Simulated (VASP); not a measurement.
A run of VASP 6.6.1 is set up as follows.

Contents of INCAR:

```
SYSTEM = Ir4Pt
  ALGO = Normal
  DIPOL = 0.5 0.5 0.500
  EDIFF = 1E-6
  ENCUT = 520
  IDIPOL = 3
  ISIF = 2
  ISMEAR = -1
  LASPH = .True.
  LCHARG = .False.
  LDIPOL = .True.
  LREAL = .False.
  LWAVE = .False.
  NBANDS = 31
  NELM = 100
  PREC = Accurate
  SIGMA = 0.08
```

KPOINTS

```
k-points
0
Gamma
  15 15 1
  0 0 0
```

File POSCAR:

```
Ir4Pt
1.0
    2.6954010160      0.0000000000      0.0000000000
   -1.3477005080      2.3342857532      0.0000000000
    0.0000000000      0.0000000000     24.8031000000
Pt Ir
1 4
Direct
    0.8333333333      0.1666666667      0.3246532189
    0.1666666667      0.8333333333      0.4114604757
    0.5000000000      0.5000000000      0.4999999993
    0.8333333333      0.1666666667      0.5885395247
    0.1666666667      0.8333333333      0.6753467814
```

Potentials or basis: VASP PAW LDA potentials, release 64 (Pt, Ir).

Command:

```console
$ cat potpaw_LDA.64/Pt/POTCAR potpaw_LDA.64/Ir/POTCAR > POTCAR
$ mpirun -np 1 vasp_std > vasp.out
```

Predict the largest force.

1.352 eV/Å.

Predict the band gap on the k mesh.

zero (bands 23 and 24 overlap by 2.15 eV).

Forces in eV/Å, atoms in the order of the input:
```
Pt   0.000  0.000 -1.164
Ir   0.000  0.000  1.352
Ir   0.000  0.000 -0.260
Ir   0.000  0.000 -0.060
Ir   0.000  0.000  0.131
```

Caveat: spin-orbit coupling is left out, which moves the levels of the heavy elements.
